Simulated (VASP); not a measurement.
Wanted: the native input for a VASP 6.6.1 run.

```yaml
Task: single point
Functional: PBE
Potentials_or_basis: VASP PAW PBE potentials, release 64 (Na_pv, Al, O)
Cutoff: 520 eV
k_mesh: 4 × 4 × 4
Occupations: gaussian, width 0.2 eV
Spin: no spin polarisation
Dipole_correction: no
Further_INCAR_settings: ALGO = Normal; EDIFF = 1e-07; NBANDS = 49
```

The structure of Na4AlO lies in POSCAR:

```
Na4AlO
1.0
   -3.5047786191      3.7103368771      0.0000000000
    3.5047786191      3.7103368771      0.0000000000
   -1.7523893096      1.8551684386    -11.8559698725
Na Al O
8 2 2
Direct
    0.3255969742      0.2500000000      0.8488060516
    0.8255969742      0.7500000000      0.8488060516
    0.1744030258      0.2500000000      0.1511939484
    0.6744030258      0.7500000000      0.1511939484
    0.9417029132      0.2500000000      0.6165941735
    0.4417029132      0.7500000000      0.6165941735
    0.5582970868      0.2500000000      0.3834058265
    0.0582970868      0.7500000000      0.3834058265
    0.7500000000      0.2500000000      0.0000000000
    0.2500000000      0.7500000000      1.0000000000
    0.5000000000      0.0000000000      0.0000000000
    0.0000000000      0.5000000000      0.0000000000
```

The input as run:

INCAR

```
SYSTEM = Na4AlO
PREC = Accurate
ENCUT = 520
EDIFF = 1E-7
ISMEAR = 0
SIGMA = 0.2
LREAL = .FALSE.
LASPH = .TRUE.
NELM = 100
ALGO = Normal
ISIF = 2
LWAVE = .FALSE.
LCHARG = .FALSE.
GGA = PE
NBANDS = 49
```

KPOINTS

```
Automatic mesh
0
G
  4 4 4
  0 0 0
```

Potentials or basis: VASP PAW PBE potentials, release 64 (Na_pv, Al, O).

Launch:

```sh
$ cat potpaw_PBE.64/Na_pv/POTCAR potpaw_PBE.64/Al/POTCAR potpaw_PBE.64/O/POTCAR > POTCAR
$ mpirun -np 1 vasp_std > vasp.out
```

Results of the run:

```
Pressure               : 0.0 GPa
Largest force          : 0.022 eV/Å
Band gap on the k mesh : zero (bands 37 and 38 overlap by 1.06 eV)
```

Run time: 4.8 min on 1 thread of Intel(R) Xeon(R) Platinum 8488C (Sapphire Rapids), on a shared host, peak memory 0.54 GiB.
